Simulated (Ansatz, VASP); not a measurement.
One calculation of SrO, two programs

```
Sr O
1.0
     0.00000    2.56500    2.56500
     2.56500    0.00000    2.56500
     2.56500    2.56500    0.00000
Sr O
1 1
Direct
  0.00000 0.00000 0.00000
  0.50000 0.50000 0.50000
```

Alike in both runs: task single point; functional PBE; k mesh 6 × 6 × 6; occupations gaussian, width 0.1 eV; no spin polarisation.

```csv
,VASP,Ansatz
version,VASP 6.6.1,Ansatz 0.2.0
potentials or method,"VASP PAW PBE potentials, release 64 (Sr_sv, O), cutoff 600 eV","scalar-relativistic, plane waves, PAW"
valence electrons in the cell,16,16
```

|  | VASP | Ansatz | Ansatz less VASP |
| --- | --- | --- | --- |
| gap on the k mesh at the Fermi level (eV) | 3.26 | 3.31 | +0.049 |
| least direct gap on the mesh (eV) | 3.34 | 3.38 | +0.039 |
| pressure (GPa) | 4.0 | 3.5 | -0.50 |

The functional is the same, so the differences come from potentials, cutoffs and numerics.
